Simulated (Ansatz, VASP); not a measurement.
**In in VASP and in Ansatz**

```xyz
8
Lattice="5.9413 0.0000 0.0000 0.0000 5.9413 0.0000 0.0000 0.0000 5.9413" Properties=species:S:1:pos:R:3 pbc="T T T"
In    2.9706    2.9706    2.9706
In    0.0000    0.0000    0.0000
In    1.4853    0.0000    2.9706
In    2.9706    1.4853    0.0000
In    2.9706    4.4560    0.0000
In    4.4560    0.0000    2.9706
In    0.0000    2.9706    4.4560
In    0.0000    2.9706    1.4853
```

Alike in both runs: functional PBEsol; k mesh 6 × 6 × 6; occupations gaussian, width 0.1 eV; no spin polarisation.

Ansatz relaxed the structure, and its values are those at the end. VASP's run is a single point on that final structure, the one shown.

|  | VASP | Ansatz |
| --- | --- | --- |
| version | VASP 6.6.1 | Ansatz 0.2.0 |
| potentials or method | VASP PAW PBE potentials, release 64 (In_d), cutoff 520 eV | scalar-relativistic, plane waves, PAW |
| valence electrons in the cell | 104 | 104 |

```tsv
	VASP	Ansatz	Ansatz less VASP
gap on the k mesh at the Fermi level (eV)	none	none	-
pressure (GPa)	0.0	0.0	+0.03
```

VASP's potentials were made for PBE, not for PBEsol. A gap of «none» marks a metal or a gap that the smearing closes.
